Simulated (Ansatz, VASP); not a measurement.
## Two plane-wave programs on Al3Si2F

```
Al Si F
1.0
     2.99462    1.72894    3.13653
    -2.99462    1.72894    3.13653
     0.00000   -3.45789    3.13653
Al Si F
3 2 1
Direct
  0.00000 0.50000 0.50000
  0.50000 0.00000 0.50000
  0.50000 0.50000 0.00000
  0.13815 0.13815 0.13815
  0.86185 0.86185 0.86185
  0.50000 0.50000 0.50000
```

Change from the starting cell: species swapped into the Dy2Fe3Ni type (R-3m, No. 166).

Alike in both runs: functional PBE; k mesh 3 × 3 × 3; occupations gaussian, width 0.15 eV; no spin polarisation.

Ansatz relaxed the structure, and its values are those at the end. VASP's run is a single point on that final structure, the one shown.

```csv
,VASP,Ansatz
version,VASP 6.6.1,Ansatz 0.2.0
potentials or method,"VASP PAW PBE potentials, release 64 (Al, Si, F), cutoff 600 eV","scalar-relativistic, plane waves, PAW"
valence electrons in the cell,24,24
```

Ansatz gave:

| Item | Value |
| --- | --- |
| gap on the k mesh at the Fermi level (eV) | none |
| pressure (GPa) | 0.0 |
| rms of the force components (eV/Å) | 0.009 |

Problem. What did VASP give for the same quantities?

Solution. gap on the k mesh at the Fermi level (eV): none; pressure (GPa): -0.1; rms of the force components (eV/Å): 0.010.

A gap of «none» marks a metal or a gap that the smearing closes. The functional is the same, so the differences come from potentials, cutoffs and numerics.

The k mesh is coarse, so the values compare programs but aren't converged.
